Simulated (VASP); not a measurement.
# ZnSe (P4/nmm) in VASP: a series of runs, part 2 of 2

VASP 6.6.1. Earlier steps stand in the parts before.

### 4 Single point, PBEsol

This run uses another cell than the first one, of 22.12 Å³/atom, 1.047 times its volume.

INCAR reads:

```
SYSTEM = ZnSe
PREC     = Accurate       ! precision mode
ENCUT    = 520            ! plane-wave cutoff, eV
EDIFF    = 1E-6           ! SCF threshold, eV
ISMEAR   = 0              ! smearing method
SIGMA    = 0.05           ! smearing width, eV
LREAL    = .False.        ! projectors in reciprocal space
LASPH    = .True.         ! aspherical terms in the spheres
NELM     = 80             ! most SCF steps
ALGO     = Normal         ! electronic algorithm
ISIF     = 2              ! what is computed and relaxed
LWAVE    = .False.        ! write WAVECAR
LCHARG   = .True.         ! write CHGCAR
GGA      = PS             ! functional
LELF     = .True.         ! ELF
LVHAR    = .True.       
NBANDS   = 26             ! bands
```

KPOINTS reads:

```
regular mesh
0
Gamma
  8 8 6
  0 0 0
```

POSCAR reads:

```
ZnSe
1.0
    3.8852000000      0.0000000000      0.0000000000
    0.0000000000      3.8852000000      0.0000000000
    0.0000000000      0.0000000000      5.8604000000
Zn Se
2 2
Direct
    0.0000000000      0.0000000000      0.0000000000
    0.5000000000      0.5000000000      0.0000000000
    0.0000000000      0.5000000000      0.2681677050
    0.5000000000      0.0000000000      0.7318322950
```

Potentials or basis: VASP PAW PBE potentials, release 64 (Zn, Se).

The run is started by

```console
cat potpaw_PBE.64/Zn/POTCAR potpaw_PBE.64/Se/POTCAR > POTCAR
mpirun -np 1 vasp_std > vasp.out
```

OUTCAR:

```text
SYSTEM = ZnSe
   PREC = Accurate
   ENCUT = 520
   EDIFF = 1E-6
   ISMEAR = 0
   LREAL = .False.
   LASPH = .True.
   NELM = 80
   ISIF = 2
   GGA = PS

 ion  position               nearest neighbor table
   1  0.000  0.000  0.000-   3 2.50   4 2.50   3 2.50   4 2.50   2 2.75   2 2.75   2 2.75   2 2.75

   2  0.500  0.500  0.000-   3 2.50   4 2.50   4 2.50   3 2.50   1 2.75   1 2.75   1 2.75   1 2.75

   3  0.000  0.500  0.268-   1 2.50   2 2.50   1 2.50   2 2.50
   4  0.500  0.000  0.732-   1 2.50   2 2.50   2 2.50   1 2.50

  LATTYP: Found a simple tetragonal cell.
[... 899 lines left out ...]
  --------------------------------------------------------------------------------------
  -------------------------------------------------------------------------------------
  Total        1.4925753      1.4925753     -0.7296206      0.0000000      0.0000000      0.0000000
  in kB       27.0329116     27.0329116    -13.2145893      0.0000000      0.0000000      0.0000000
  external PRESSURE =      13.6170780 kB  Pullay stress =       0.0000000 kB

 VOLUME and BASIS-vectors are now :
 -----------------------------------------------------------------------------
  energy-cutoff  :      520.00
  volume of cell :       88.46
      direct lattice vectors                 reciprocal lattice vectors
     3.885200000  0.000000000  0.000000000     0.257387007  0.000000000  0.000000000
     0.000000000  3.885200000  0.000000000     0.000000000  0.257387007  0.000000000
     0.000000000  0.000000000  5.860400000     0.000000000  0.000000000  0.170636817

 POSITION                                       TOTAL-FORCE (eV/Angst)
 -----------------------------------------------------------------------------------
      0.00000      0.00000      0.00000        -0.000000      0.000000      0.000000
      1.94260      1.94260      0.00000         0.000000     -0.000000      0.000000
      0.00000      1.94260      1.57157         0.000000      0.000000     -0.233106
      1.94260      0.00000      4.28883        -0.000000     -0.000000      0.233106
 -----------------------------------------------------------------------------------
    total drift:                                0.000000      0.000000      0.000000

  FREE ENERGIE OF THE ION-ELECTRON SYSTEM (eV)
  ---------------------------------------------------
  free  energy   TOTEN  =       -12.8228618360 eV

  energy  without entropy=      -12.8228618360  energy(sigma->0) =      -12.82286184
```

OSZICAR:

```text
N       E                     dE             d eps       ncg     rms          rms(c)
DAV:   1     0.234336577167E+03    0.23434E+03   -0.17186E+04  3128   0.161E+03
DAV:   2     0.870889652127E+01   -0.22563E+03   -0.21642E+03  3250   0.337E+02
DAV:   3    -0.130417419126E+02   -0.21751E+02   -0.21538E+02  3750   0.105E+02
DAV:   4    -0.134780754195E+02   -0.43633E+00   -0.43556E+00  3490   0.148E+01
DAV:   5    -0.134807549979E+02   -0.26796E-02   -0.26793E-02  3658   0.112E+00    0.772E+00
DAV:   6    -0.128505988063E+02    0.63016E+00   -0.18811E+00  4132   0.380E+01    0.626E+00
DAV:   7    -0.128308815325E+02    0.19717E-01   -0.52071E-01  3328   0.624E+00    0.283E+00
DAV:   8    -0.128233971584E+02    0.74844E-02   -0.15852E-02  3562   0.952E-01    0.556E-01
DAV:   9    -0.128228242569E+02    0.57290E-03   -0.16676E-03  3950   0.778E-01    0.783E-02
DAV:  10    -0.128228691359E+02   -0.44879E-04   -0.58035E-04  3296   0.199E-01    0.308E-02
DAV:  11    -0.128228609764E+02    0.81594E-05   -0.64056E-05  3428   0.645E-02    0.949E-03
DAV:  12    -0.128228618360E+02   -0.85956E-06   -0.86110E-06  3426   0.138E-02
   1 F= -.12822862E+02 E0= -.12822862E+02  d E =-.669015E-11
```

stdout:

```text
POSCAR found type information on POSCAR ZnSe
 POSCAR found :  2 types and       4 ions
 scaLAPACK will be used
 -----------------------------------------------------------------------------
|                                                                             |
|                                                                             |
|     You enforced a specific xc type in the INCAR file but a different       |
|     I HOPE YOU KNOW WHAT YOU ARE DOING!                                     |
|                                                                             |
 -----------------------------------------------------------------------------

 LDA part: xc-table for (Slater+PW92), standard interpolation
 POSCAR, INCAR and KPOINTS ok, starting setup
 FFT: planning ... GRIDC
 FFT: planning ... GRID_SOFT
 FFT: planning ... GRID
 WAVECAR not read
 entering main loop
```

Run time: 67 s. Hardware: 1 thread of Intel Xeon Platinum 8488C (Sapphire Rapids), shared host; peak memory 0.27 GiB.

What came out:

```
Free energy            : -12.8229 eV
Pressure               : 1.4 GPa
Largest force          : 0.233 eV/Å
Band gap on the k mesh : 1.62 eV, direct
```

Forces in eV/Å, atoms in the order of the input:
```
Zn   0.000  0.000  0.000
Zn   0.000  0.000  0.000
Se   0.000  0.000 -0.233
Se   0.000  0.000  0.233
```

Levels at points of the mesh, in eV from the valence-band top:
| k point | band 15 | band 16 | band 17 | band 18 | band 19 | band 20 | band 21 | band 22 |
| --- | --- | --- | --- | --- | --- | --- | --- | --- |
| (0.00, 0.00, 0.00) | -2.37 | -0.44 | 0.00 | 0.00 | 1.62 | 2.35 | 2.82 | 5.28 |
| (0.50, 0.00, 0.00) | -2.41 | -2.41 | -0.80 | -0.80 | 3.78 | 3.78 | 5.32 | 5.32 |
| (0.50, 0.50, 0.00) | -2.79 | -2.79 | -2.56 | -2.56 | 2.58 | 2.58 | 2.75 | 2.75 |
| (0.00, 0.00, 0.50) | -2.10 | -1.97 | -0.52 | -0.52 | 2.54 | 3.16 | 3.84 | 4.94 |
| (0.50, 0.00, 0.50) | -1.16 | -1.16 | -0.76 | -0.76 | 2.34 | 2.34 | 5.42 | 5.42 |
| (0.50, 0.50, 0.50) | -3.26 | -3.26 | -3.10 | -3.10 | 4.15 | 4.15 | 4.60 | 4.60 |

Caveat: the PAW data sets were made with another functional, which shifts forces and pressure a little.

### 5 Single point, PBEsol

This run uses another cell than the first one, of 22.57 Å³/atom, 1.069 times its volume.

INCAR reads:

```
PREC     = Accurate       # precision mode
ENCUT    = 520            # plane-wave cutoff, eV
EDIFF    = 1E-6           # SCF threshold, eV
ISMEAR   = 0              # smearing method
SIGMA    = 0.05           # smearing width, eV
LREAL    = F              # projectors in reciprocal space
LASPH    = T              # aspherical terms in the spheres
NELM     = 100            # most SCF steps
ALGO     = Normal         # electronic algorithm
ISIF     = 2              # what is computed and relaxed
LWAVE    = F              # write WAVECAR
LCHARG   = F              # write CHGCAR
GGA      = PS             # functional
NBANDS   = 26             # bands
```

KPOINTS reads:

```
Automatic mesh
0
Gamma
  8 8 6
```

POSCAR reads:

```
ZnSe
1.0
    4.3079000000      0.0000000000      0.0000000000
    0.0000000000      4.3079000000      0.0000000000
    0.0000000000      0.0000000000      4.8652000000
Zn Se
2 2
Direct
    0.0000000000      0.0000000000      0.0000000000
    0.5000000000      0.5000000000      0.0000000000
    0.0000000000      0.5000000000      0.2681677050
    0.5000000000      0.0000000000      0.7318322950
```

Potentials or basis: VASP PAW PBE potentials, release 64 (Zn, Se).

The run is started by

```console
cat potpaw_PBE.64/Zn/POTCAR potpaw_PBE.64/Se/POTCAR > POTCAR
mpirun -np 1 vasp_std > vasp.out
```

OUTCAR:

```text
PREC = Accurate
   ENCUT = 520
   EDIFF = 1E-6
   ISMEAR = 0
   LREAL = F
   LASPH = T
   NELM = 100
   ISIF = 2
   GGA = PS

 ion  position               nearest neighbor table
   1  0.000  0.000  0.000-   3 2.52   4 2.52   3 2.52   4 2.52   2 3.05   2 3.05   2 3.05   2 3.05

   2  0.500  0.500  0.000-   3 2.52   4 2.52   4 2.52   3 2.52   1 3.05   1 3.05   1 3.05   1 3.05

   3  0.000  0.500  0.268-   1 2.52   2 2.52   1 2.52   2 2.52
   4  0.500  0.000  0.732-   1 2.52   2 2.52   2 2.52   1 2.52
[... 891 lines left out ...]
     25      10.4207      0.00000
     26      10.4207      0.00000

 [... further k-points ...]
[... 5 lines left out ...]
  --------------------------------------------------------------------------------------
  -------------------------------------------------------------------------------------
  Total       -1.6174049     -1.6174049      0.6046514      0.0000000      0.0000000     -0.0000000
  in kB      -28.7010257    -28.7010257     10.7296041      0.0000000      0.0000000     -0.0000000
  external PRESSURE =     -15.5574824 kB  Pullay stress =       0.0000000 kB

 VOLUME and BASIS-vectors are now :
 -----------------------------------------------------------------------------
  energy-cutoff  :      520.00
  volume of cell :       90.29
      direct lattice vectors                 reciprocal lattice vectors
     4.307900000  0.000000000  0.000000000     0.232131665  0.000000000  0.000000000
     0.000000000  4.307900000  0.000000000     0.000000000  0.232131665  0.000000000
     0.000000000  0.000000000  4.865200000     0.000000000  0.000000000  0.205541396

 POSITION                                       TOTAL-FORCE (eV/Angst)
 -----------------------------------------------------------------------------------
      0.00000      0.00000      0.00000         0.000000     -0.000000      0.000000
      2.15395      2.15395      0.00000         0.000000      0.000000      0.000000
      0.00000      2.15395      1.30469        -0.000000     -0.000000      0.308660
      2.15395      0.00000      3.56051         0.000000      0.000000     -0.308660
 -----------------------------------------------------------------------------------
    total drift:                                0.000000     -0.000000     -0.000000

  FREE ENERGIE OF THE ION-ELECTRON SYSTEM (eV)
  ---------------------------------------------------
  free  energy   TOTEN  =       -12.7205590830 eV

  energy  without entropy=      -12.7205590830  energy(sigma->0) =      -12.72055908
```

OSZICAR:

```text
N       E                     dE             d eps       ncg     rms          rms(c)
DAV:   1     0.229797905681E+03    0.22980E+03   -0.17018E+04  3120   0.159E+03
DAV:   2     0.850608009120E+01   -0.22129E+03   -0.21264E+03  3182   0.334E+02
DAV:   3    -0.130115642040E+02   -0.21518E+02   -0.21283E+02  3824   0.103E+02
DAV:   4    -0.134476285453E+02   -0.43606E+00   -0.43534E+00  3486   0.146E+01
DAV:   5    -0.134502022787E+02   -0.25737E-02   -0.25735E-02  3756   0.112E+00    0.685E+00
DAV:   6    -0.127564923819E+02    0.69371E+00   -0.16744E+00  4186   0.344E+01    0.556E+00
DAV:   7    -0.127274886618E+02    0.29004E-01   -0.60026E-01  3408   0.533E+00    0.241E+00
DAV:   8    -0.127213288010E+02    0.61599E-02   -0.12287E-02  3520   0.108E+00    0.632E-01
DAV:   9    -0.127205088417E+02    0.81996E-03   -0.27389E-03  4080   0.933E-01    0.939E-02
DAV:  10    -0.127205330915E+02   -0.24250E-04   -0.46954E-04  3664   0.294E-01    0.412E-02
DAV:  11    -0.127205624578E+02   -0.29366E-04   -0.89400E-05  3334   0.602E-02    0.122E-02
DAV:  12    -0.127205586725E+02    0.37854E-05   -0.10149E-05  4258   0.408E-02    0.350E-03
DAV:  13    -0.127205590830E+02   -0.41052E-06   -0.41063E-06  3322   0.115E-02
   1 F= -.12720559E+02 E0= -.12720559E+02  d E =-.213653E-10
```

It took 48 s on 1 thread of Intel Xeon Platinum 8488C (Sapphire Rapids), shared host; peak memory 0.26 GiB.

What came out:

* Free energy: -12.7206 eV
* Pressure: -1.6 GPa
* Largest force: 0.309 eV/Å
* Band gap on the k mesh: 0.41 eV, direct

Forces in eV/Å, atoms in the order of the input:
```
Zn   0.000  0.000  0.000
Zn   0.000  0.000  0.000
Se   0.000  0.000  0.309
Se   0.000  0.000 -0.309
```

Stress tensor (GPa, compression positive):
```
-2.87  0.00  0.00
 0.00 -2.87  0.00
 0.00  0.00  1.07
```

Caveat: the PAW data sets were made with another functional, which shifts forces and pressure a little.

### 6 Summary

| cell | gap on the mesh (eV) | pressure (GPa) | largest force (eV/Å) |
| --- | --- | --- | --- |
| a = 4.167, b = 4.167, c = 4.865 Å, 4 atoms | 0.63 | 3.3 | 0.96 |
| a = 3.744, b = 3.744, c = 6.192 Å, 4 atoms | 1.42 | 2.8 | 0.60 |
| a = 3.885, b = 3.885, c = 5.860 Å, 4 atoms | 1.62 | 1.4 | 0.23 |
| a = 4.308, b = 4.308, c = 4.865 Å, 4 atoms | 0.41 | -1.6 | 0.31 |

Alike in all rows: task single point; level PBEsol; potentials or basis VASP PAW PBE potentials, release 64 (Zn, Se); no spin polarisation; k mesh 8 × 8 × 6; cutoff (eV) 520; smearing gaussian 0.05 eV.

Caveats: the PAW data sets were made with another functional, which shifts forces and pressure a little.

Total energies depend on the potentials used, so only differences within one code and one set of settings carry meaning.
